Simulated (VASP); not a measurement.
# MgFeC6N6 (Fm-3m) in VASP: relaxation of cell and atoms with PBE

Aim: the relaxation of cell and atoms of MgFeC6N6 with PBE.

Everything below comes from runs of VASP 6.6.1. Logs are shortened: lines on timing, memory, paths and dates and some standing lists are left out, and cuts for length are marked.

## 1. The cell of the first run

It takes space group Fm-3m (No. 225, cubic). The conventional cell has a = 10.695 Å, b = 10.695 Å, c = 10.695 Å, α = 90.00°, β = 90.00°, γ = 90.00°. Within 3.0 Å of Mg (site symmetry m-3m) lie 6 C at 2.29 Å. Fe (site symmetry m-3m) has 6 N at 1.89 Å within 2.5 Å. C (site symmetry 4mm) has 1 N at 1.17 Å within 1.6 Å. N (site symmetry 4mm) has 1 C at 1.17 Å within 1.6 Å.

## 2. Relaxation of cell and atoms, PBE, collinear spin, ferromagnetic start

INCAR reads:

```
SYSTEM = MgFeC6N6
ALGO     = Normal         ! electronic algorithm
EDIFF    = 1E-7           ! SCF threshold, eV
EDIFFG   = -0.01          ! ionic threshold
ENCUT    = 600            ! plane-wave cutoff, eV
GGA      = PE             ! functional
GGA_COMPAT= .False.      
IBRION   = 2              ! ionic algorithm
ISIF     = 3              ! what is computed and relaxed
ISMEAR   = 0              ! smearing method
ISPIN    = 2              ! spin polarisation
KPAR     = 4            
LASPH    = .True.         ! aspherical terms in the spheres
LCHARG   = .False.        ! write CHGCAR
LMAXMIX  = 4              ! l up to which the mixer works
LORBIT   = 11             ! projections on sites
LREAL    = .False.        ! projectors in reciprocal space
LWAVE    = .False.        ! write WAVECAR
MAGMOM   = 0 1.66 0 0 0 0 0 0 0 0 0 0 0 0 ! initial moments
NELM     = 200            ! most SCF steps
NELMIN   = 4            
NSW      = 100            ! ionic steps
PREC     = Accurate       ! precision mode
SIGMA    = 0.1            ! smearing width, eV
```

KPOINTS reads:

```
k-points
0
Gamma
  6 6 6
  0 0 0
```

POSCAR reads:

```
MgFeC6N6
1.0
    0.0000000000      5.3477348385      5.3477348385
    5.3477348385      0.0000000000      5.3477348385
    5.3477348385      5.3477348385      0.0000000000
Mg Fe C N
1 1 6 6
Direct
    0.0000000000      0.0000000000      0.0000000000
    0.5000000000      0.5000000000      0.5000000000
    0.7859225327      0.2140774673      0.2140774673
    0.2140774673      0.7859225327      0.2140774673
    0.2140774673      0.2140774673      0.7859225327
    0.2140774673      0.7859225327      0.7859225327
    0.7859225327      0.2140774673      0.7859225327
    0.7859225327      0.7859225327      0.2140774673
    0.6763545709      0.3236454291      0.3236454291
    0.3236454291      0.6763545709      0.3236454291
    0.3236454291      0.3236454291      0.6763545709
    0.3236454291      0.6763545709      0.6763545709
    0.6763545709      0.3236454291      0.6763545709
    0.6763545709      0.6763545709      0.3236454291
```

Potentials or basis: VASP PAW PBE potentials, release 64 (Mg, Fe, C, N).

Started as:

```bash
$ cat potpaw_PBE.64/Mg/POTCAR potpaw_PBE.64/Fe/POTCAR potpaw_PBE.64/C/POTCAR potpaw_PBE.64/N/POTCAR > POTCAR
$ mpirun -np 4 vasp_std > vasp.out
```

OUTCAR:

```text
SYSTEM = MgFeC6N6
   EDIFF = 1E-7
   EDIFFG = -0.01
   ENCUT = 600
   GGA = PE
   IBRION = 2
   ISIF = 3
   ISMEAR = 0
   ISPIN = 2
   LASPH = .True.
   LORBIT = 11
   LREAL = .False.
   NELM = 200
   NELMIN = 4
   NSW = 100
   PREC = Accurate

 ion  position               nearest neighbor table
   1  0.000  0.000  0.000-   3 2.29   4 2.29   5 2.29   6 2.29   7 2.29   8 2.29
   2  0.500  0.500  0.500-   9 1.89  10 1.89  11 1.89  12 1.89  13 1.89  14 1.89
   3  0.786  0.214  0.214-   9 1.17   1 2.29
   4  0.214  0.786  0.214-  10 1.17   1 2.29
   5  0.214  0.214  0.786-  11 1.17   1 2.29
   6  0.214  0.786  0.786-  12 1.17   1 2.29
   7  0.786  0.214  0.786-  13 1.17   1 2.29
   8  0.786  0.786  0.214-  14 1.17   1 2.29
   9  0.676  0.324  0.324-   3 1.17   2 1.89
  10  0.324  0.676  0.324-   4 1.17   2 1.89
  11  0.324  0.324  0.676-   5 1.17   2 1.89
  12  0.324  0.676  0.676-   6 1.17   2 1.89
  13  0.676  0.324  0.676-   7 1.17   2 1.89
  14  0.676  0.676  0.324-   8 1.17   2 1.89

  LATTYP: Found a face centered cubic cell.
 ALAT       =    10.6954696770

  Lattice vectors:

 A1 = (   0.0000000000,   5.3477348385,   5.3477348385)
 A2 = (   5.3477348385,   0.0000000000,   5.3477348385)
 A3 = (   5.3477348385,   5.3477348385,   0.0000000000)

Analysis of symmetry for initial positions (statically):
=====================================================================
 Subroutine PRICEL returns:
 Original cell was already a primitive cell.

 Routine SETGRP: Setting up the symmetry group for a
 face centered cubic supercell.

 Subroutine GETGRP returns: Found 48 space group operations
 (whereof 48 operations were pure point group operations)
 out of a pool of 48 trial point group operations.

The static configuration has the point symmetry O_h .

Analysis of symmetry for dynamics (positions and initial velocities):
=====================================================================
 Subroutine PRICEL returns:
 Original cell was already a primitive cell.

 Routine SETGRP: Setting up the symmetry group for a
 face centered cubic supercell.

 Subroutine GETGRP returns: Found 48 space group operations
 (whereof 48 operations were pure point group operations)
 out of a pool of 48 trial point group operations.

The dynamic configuration has the point symmetry O_h .

[... 153 lines left out ...]
   LHFCALC =     F    Hartree Fock is set to
   AEXX    =    0.0000 exact exchange contribution
   IVDW    =     0    specifies the selected vdW correction
   LEPSILON=     F    determine dielectric tensor
   LRPA    =     F    only Hartree local field effects (RPA)
 conjugate gradient relaxation of ions
 spin polarized calculation
 Gauss-broadening in eV      SIGMA  =   0.10
  energy-cutoff  :      600.00
  volume of cell :      305.87
 maximum number of plane-waves:     10233
   NGX = 31   NGY = 31   NGZ = 31

--------------------------------------- Ionic step        1  -------------------------------------------

 number of electron      63.9999992 magnetization       2.0000955

 Free energy of the ion-electron system (eV)
  ---------------------------------------------------
  ext. energy  EPLUGINS =         0.00000000
  ---------------------------------------------------
  free energy    TOTEN  =      -108.38185149 eV

  energy without entropy =     -108.32539855  energy(sigma->0) =     -108.35362502

------------------------ aborting loop because EDIFF is reached ----------------------------------------

  FORCE on cell =-STRESS in cart. coord.  units (eV):
  Direction    XX          YY          ZZ          XY          YZ          ZX
  --------------------------------------------------------------------------------------
  -------------------------------------------------------------------------------------
  Total        0.6791623      0.6791623      0.6791623     -0.0000000     -0.0000000      0.0000000
  in kB        3.5574971      3.5574971      3.5574971     -0.0000000     -0.0000000      0.0000000
  external PRESSURE =       3.5574971 kB  Pullay stress =       0.0000000 kB
[... 275 lines left out ...]
--------------------------------------- Ionic step        7  -------------------------------------------

 number of electron      63.9999992 magnetization       1.9999998

 Free energy of the ion-electron system (eV)
  ---------------------------------------------------
  ext. energy  EPLUGINS =         0.00000000
  ---------------------------------------------------
  free energy    TOTEN  =      -108.38499803 eV

  energy without entropy =     -108.32892043  energy(sigma->0) =     -108.35695923

 E-fermi :  -3.4017     XC(G=0):  -6.4537

 val. band max:       -3.4243442009   @ k =  -0.1667   0.1667   0.0000
 cond. band min:      -3.3842938165   @ k =   0.3333   0.0000   0.0000
 fundamental gap:      0.0400503844
 Fermi energy:        -3.4017378376

 spin component 1

 k-point     1 :       0.0000    0.0000    0.0000
  band No.  band energies     occupation
      1     -20.0026      1.00000
      2     -19.6311      1.00000
      3     -19.6310      1.00000
      4     -19.6310      1.00000
      5     -19.5502      1.00000
      6     -19.5501      1.00000
[... 693 lines left out ...]
     40       2.6927      0.00000
     41       2.7282      0.00000
 Fermi energy:        -3.4017378376

 spin component 2

 k-point     1 :       0.0000    0.0000    0.0000
  band No.  band energies     occupation
      1     -19.9536      1.00000
      2     -19.5811      1.00000
      3     -19.5811      1.00000
      4     -19.5811      1.00000
      5     -19.4972      1.00000
      6     -19.4972      1.00000
[... 734 lines left out ...]
  FREE ENERGIE OF THE ION-ELECTRON SYSTEM (eV)
  ---------------------------------------------------
  free  energy   TOTEN  =      -108.3849980332 eV

  energy  without entropy=     -108.3289204312  energy(sigma->0) =     -108.35695923

 reached required accuracy - stopping structural energy minimisation

 total charge

# of ion       s       p       d       tot
------------------------------------------
    1        0.129   0.153   0.050   0.332
    2        0.493   0.905   6.095   7.494
    3        0.985   1.543   0.000   2.528
    4        0.985   1.543   0.000   2.528
    5        0.985   1.543   0.000   2.528
    6        0.985   1.543   0.000   2.528
    7        0.985   1.543   0.000   2.528
    8        0.985   1.543   0.000   2.528
    9        1.297   2.602   0.000   3.899
   10        1.297   2.602   0.000   3.899
   11        1.297   2.602   0.000   3.899
   12        1.297   2.602   0.000   3.899
   13        1.297   2.602   0.000   3.899
   14        1.297   2.602   0.000   3.899
--------------------------------------------------
tot         14.312  25.926   6.145  46.383

 magnetization (x)

# of ion       s       p       d       tot
------------------------------------------
    1       -0.001  -0.001  -0.001  -0.003
    2        0.006   0.013   1.616   1.634
    3        0.002   0.024   0.000   0.027
    4        0.002   0.024   0.000   0.027
    5        0.002   0.024   0.000   0.027
    6        0.002   0.024   0.000   0.027
    7        0.002   0.024   0.000   0.027
    8        0.002   0.024   0.000   0.027
    9       -0.003   0.001   0.000  -0.002
   10       -0.003   0.001   0.000  -0.002
   11       -0.003   0.001   0.000  -0.002
   12       -0.003   0.001   0.000  -0.002
   13       -0.003   0.001   0.000  -0.002
   14       -0.003   0.001   0.000  -0.002
--------------------------------------------------
tot          0.005   0.161   1.615   1.781
```

Wall time 19 min (4 MPI ranks of Intel Xeon Platinum 8488C (Sapphire Rapids), shared host); peak memory 0.99 GiB.

What came out:

| Property | Result |
| --- | --- |
| Free energy | -108.3850 eV |
| Relaxed volume | 21.85 Å³/atom |
| Relaxed cell | a = 7.563 Å, b = 7.563 Å, c = 7.563 Å, α = 60.00°, β = 60.00°, γ = 60.00° |
| Space group after relaxing (to 0.1 Å) | Fm-3m (No. 225) |
| Energy gained by relaxing | 0.2 meV/atom |
| Ionic steps | 7 |
| Pressure after relaxing | 0.0 GPa |
| Largest force after relaxing | 0.008 eV/Å |
| Band gap on the k mesh | zero (filled and empty bands overlap) |
| Net moment | 2.00 μB per cell |
| Site moments | Mg -0.00; Fe +1.63; C +0.03; N -0.00 μB |
| Valence electrons inside the program's atomic spheres | Mg 0.33; Fe 7.49; C 2.53; N 3.90 |

Forces in eV/Å, atoms in the order of the input:
```
Mg   0.000  0.000  0.000
Fe   0.000  0.000  0.000
C   -0.005  0.000  0.000
C    0.000 -0.005  0.000
C    0.000  0.000 -0.005
C    0.005  0.000  0.000
C    0.000  0.005  0.000
C    0.000  0.000  0.005
N    0.008  0.000  0.000
N    0.000  0.008  0.000
N    0.000  0.000  0.008
N   -0.008  0.000  0.000
N    0.000 -0.008  0.000
N    0.000  0.000 -0.008
```

Step by step:
```
step  energy change (eV)  largest force (eV/Å)  pressure (GPa)  volume (Å³)
   1              0.0000                0.3474            0.36       305.87
   2              0.3165                3.2996           -3.50       308.02
   3             -0.0030                0.0249           -0.02       306.05
   4             -0.0030                0.0175           -0.01       306.05
   5             -0.0030                0.0228            0.00       306.05
   6             -0.0031                0.0163           -0.01       306.01
   7             -0.0031                0.0077           -0.03       305.95
```

Final structure:
```
CELL_PARAMETERS angstrom
0.00000 5.34820 5.34820
5.34820 0.00000 5.34820
5.34820 5.34820 0.00000
ATOMIC_POSITIONS crystal
Mg 0.00000 0.00000 0.00000
Fe 0.50000 0.50000 0.50000
C 0.78623 0.21377 0.21377
C 0.21377 0.78623 0.21377
C 0.21377 0.21377 0.78623
C 0.21377 0.78623 0.78623
C 0.78623 0.21377 0.78623
C 0.78623 0.78623 0.21377
N 0.67639 0.32361 0.32361
N 0.32361 0.67639 0.32361
N 0.32361 0.32361 0.67639
N 0.32361 0.67639 0.67639
N 0.67639 0.32361 0.67639
N 0.67639 0.67639 0.32361
```

Caveat: a cell with one magnetic atom can't hold antiferromagnetic order, which such compounds often take.

The gap in the log of VASP goes by the Fermi energy; the results here count the filled bands.